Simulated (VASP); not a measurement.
V: single point with PBEsol

The system is V.

```
CELL_PARAMETERS angstrom
2.34111 0.00000 0.00000
-1.17055 2.02746 0.00000
0.00000 0.00000 2.18316
ATOMIC_POSITIONS crystal
V 0.00000 0.00000 0.00000
```

- Program: VASP 6.6.1
- Task: single point
- Functional: PBEsol
- Potentials or basis: VASP PAW PBE potentials, release 64 (V_sv)
- Cutoff: 520 eV
- k mesh: 19 × 19 × 17
- Occupations: fermi-dirac, width 0.05 eV
- Spin: no spin polarisation
- Dipole correction: no
- Further INCAR settings: ALGO = Normal; EDIFF = 1e-06; NBANDS = 12

```json
{"Pressure": "79.6 GPa"}
```

Stress tensor (GPa, compression positive):
```
79.24  0.00  0.00
 0.00 79.24  0.00
 0.00  0.00 80.41
```

Levels at points of the mesh, in eV from the Fermi level:
| k point | band 3 | band 4 | band 5 | band 6 | band 7 | band 8 | band 9 | band 10 |
| --- | --- | --- | --- | --- | --- | --- | --- | --- |
| (0.00, 0.00, 0.00) | -36.46 | -36.36 | -7.25 | -3.55 | 0.07 | 0.07 | 4.89 | 4.89 |

Run time: 35 s on 1 thread of AMD EPYC 7R43 64-Core Processor (Zen 3), with other jobs on the host, peak memory 0.11 GiB.

Caveat: the PAW data sets were made with another functional, which shifts forces and pressure a little.
